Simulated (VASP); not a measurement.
Runs of VASP 6.6.1 on Rh. The structure is that of space group P6_3/mmc (No. 194), or close to it. The cells are those of the table. This isn't the form of Rh at room conditions, which is fcc.

| cell | gap on the mesh (eV) | pressure (GPa) |
| --- | --- | --- |
| a = 2.649, b = 2.649, c = 4.495 Å, angles 90.0, 90.0, 120.0°, 2 atoms | none | 4.1 |
| a = 2.690, b = 2.690, c = 4.362 Å, angles 90.0, 90.0, 120.0°, 2 atoms | none | 3.3 |
| a = 2.731, b = 2.731, c = 4.296 Å, angles 90.0, 90.0, 120.0°, 2 atoms | none | (a) |
| a = 2.649, b = 2.649, c = 4.561 Å, angles 90.0, 90.0, 120.0°, 2 atoms | none | 0.4 |

Alike in all rows: task single point; level r2SCAN; potentials or basis VASP PAW PBE potentials, release 64 (Rh_pv); no spin polarisation; k mesh 18 × 18 × 12; cutoff (eV) 520; smearing gaussian 0.15 eV.

Q: Estimate the missing entries.

A: (a) -0.6.

Caveats: the PAW data sets were made with another functional, which shifts forces and pressure a little; the stress differs along the axes, from -5 to 9 GPa (at least some runs); the cell stands under pressure (at least some runs); the stress differs along the axes, from -3 to 4 GPa (at least some runs); the stress differs along the axes, from -11 to 6 GPa (at least some runs).

A k mesh can miss the band edges, and the runs leave out spin-orbit coupling on Rh.

A gap of «none» marks levels without a gap at the run's occupations.
